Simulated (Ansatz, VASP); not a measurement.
## Si3N4: VASP beside Ansatz

INCAR

```
SYSTEM = Si3N4
PREC = Accurate
ENCUT = 520
EDIFF = 1E-7
ISMEAR = -1
SIGMA = 0.02
LREAL = .False.
LASPH = .True.
NELM = 100
ALGO = Normal
ISIF = 2
LWAVE = .False.
LCHARG = .True.
GGA = PE
LELF = .True.
LVHAR = .True.
NBANDS = 45
```

The input KPOINTS:

```
Automatic mesh
0
Gamma
  6 6 8
  0 0 0
```

POSCAR

```
Si3N4
1.0
    7.6056640558      0.0000000000      0.0000000000
   -3.8028320279      6.5866982850      0.0000000000
    0.0000000000      0.0000000000      2.8765900017
Si N
6 8
Direct
    0.2311875006      0.8247136468      0.7500000000
    0.4064738538      0.2311875006      0.2500000000
    0.8247136468      0.5935261462      0.2500000000
    0.1752863532      0.4064738538      0.7500000000
    0.5935261462      0.7688124994      0.7500000000
    0.7688124994      0.1752863532      0.2500000000
    0.3333333333      0.6666666667      0.7500000000
    0.6666666667      0.3333333333      0.2500000000
    0.9698141596      0.6697726020      0.7500000000
    0.3000415576      0.9698141596      0.2500000000
    0.6697726020      0.6999584424      0.2500000000
    0.3302273980      0.3000415576      0.7500000000
    0.0301858404      0.3302273980      0.2500000000
    0.6999584424      0.0301858404      0.7500000000
```

Input for Ansatz:

```yaml
crystal:
  lattice:
    - [7.6056640558, 0.0, 0.0]
    - [-3.8028320279, 6.586698285, 0.0]
    - [0.0, 0.0, 2.8765900017]
  atoms:
    - { symbol: Si, position: [0.2311875006, 0.8247136468, 0.75] }
    - { symbol: Si, position: [0.4064738538, 0.2311875006, 0.25] }
    - { symbol: Si, position: [0.8247136468, 0.5935261462, 0.25] }
    - { symbol: Si, position: [0.1752863532, 0.4064738538, 0.75] }
    - { symbol: Si, position: [0.5935261462, 0.7688124994, 0.75] }
    - { symbol: Si, position: [0.7688124994, 0.1752863532, 0.25] }
    - { symbol: "N", position: [0.3333333333, 0.6666666667, 0.75] }
    - { symbol: "N", position: [0.6666666667, 0.3333333333, 0.25] }
    - { symbol: "N", position: [0.9698141596, 0.669772602, 0.75] }
    - { symbol: "N", position: [0.3000415576, 0.9698141596, 0.25] }
    - { symbol: "N", position: [0.669772602, 0.6999584424, 0.25] }
    - { symbol: "N", position: [0.330227398, 0.3000415576, 0.75] }
    - { symbol: "N", position: [0.0301858404, 0.330227398, 0.25] }
    - { symbol: "N", position: [0.6999584424, 0.0301858404, 0.75] }
kpoints:
  mp_grid: { grid: [6, 6, 8] }
  band_path:
    path:
      - [0.0, 0.0, 0.0]
      - [0.5, 0.0, 0.0]
      - [0.3333333333, 0.3333333333, 0.0]
      - [0.0, 0.0, 0.5]
      - [0.5, 0.0, 0.5]
      - [0.3333333333, 0.3333333333, 0.5]
      - [0.0, 0.0, 0.161458]
    npoints: 1
hamiltonian:
  xc: pbe
scf:
  occupations: { method: fermi_dirac, width: 0.02 }
  n_extra_bands: 7
output:
  forces: true
  stress: true
  eigenvalues: true
  write_density: true
  write_potential: true
  elf: true
  volumetric_format: npy
```

Change from the starting cell: uniaxial_z strain -1.0%.

Alike in both runs: task single point; functional PBE; k mesh 6 × 6 × 8; occupations fermi-dirac, width 0.02 eV; no spin polarisation.

```csv
,VASP,Ansatz
version,VASP 6.6.1,Ansatz 0.2.0
potentials or method,"VASP PAW PBE potentials, release 64 (Si, N)","plane waves, PAW"
plane-wave cutoff (eV),520,420
valence electrons in the cell,64,64
```

VASP gave:

* gap on the k mesh at the Fermi level (eV): 4.54
* pressure (GPa): 8.1
* traceless stress, the component that is largest in VASP (GPa): 3.11
* rms of the force components (eV/Å): 0.023

**Question.** Which values does Ansatz return?

**Answer.** gap on the k mesh at the Fermi level (eV): 4.55; pressure (GPa): 8.4; traceless stress, the component that is largest in VASP (GPa): 3.11; rms of the force components (eV/Å): 0.023.

Atom by atom the forces differ by 0.002 eV/Å (rms over components).
